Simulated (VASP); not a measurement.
Wanted: the native input for a VASP 6.6.1 run.

- Task: single point
- Functional: PBE
- Potentials or basis: VASP PAW PBE potentials, release 64 (Ru_pv)
- Cutoff: 520 eV
- k mesh: 14 × 14 × 14
- Occupations: fermi-dirac, width 0.05 eV
- Spin: collinear spin, ferromagnetic start
- Starting moments: [1.0] μB
- Dipole correction: no
- Further INCAR settings: ALGO = Normal; EDIFF = 1e-07; NBANDS = 17

The structure of Ru lies in POSCAR:

```
Ru
1.0
    0.0000000000      1.9056559081      1.9056559081
    1.9056559081      0.0000000000      1.9056559081
    1.9056559081      1.9056559081      0.0000000000
Ru
1
Direct
    0.0000000000      0.0000000000      0.0000000000
```

This isn't the form of Ru at room conditions, which is hcp.

One way to write it, as run:

INCAR

```
ALGO = Normal
EDIFF = 1E-7
ENCUT = 520
GGA = PE
ISIF = 2
ISMEAR = -1
ISPIN = 2
LASPH = T
LCHARG = T
LELF = T
LMAXMIX = 4
LORBIT = 11
LREAL = F
LVHAR = T
LWAVE = F
MAGMOM = 1
NBANDS = 17
NELM = 150
PREC = Accurate
SIGMA = 0.05
```

KPOINTS

```
k-points
0
Gamma
  14 14 14
```

Potentials or basis: VASP PAW PBE potentials, release 64 (Ru_pv).

The run is started by

```console
$ cat potpaw_PBE.64/Ru_pv/POTCAR > POTCAR
$ mpirun -np 1 vasp_std > vasp.out
```

It gave:

- Pressure: -0.2 GPa
- Band gap on the k mesh: zero (filled and empty bands overlap)
- Net moment: 0.00 μB per cell
- Valence electrons inside the program's atomic spheres: Ru 12.63

Run time: 44 s on 1 thread of Intel Xeon 8259CL (shared host), peak memory 0.16 GiB.
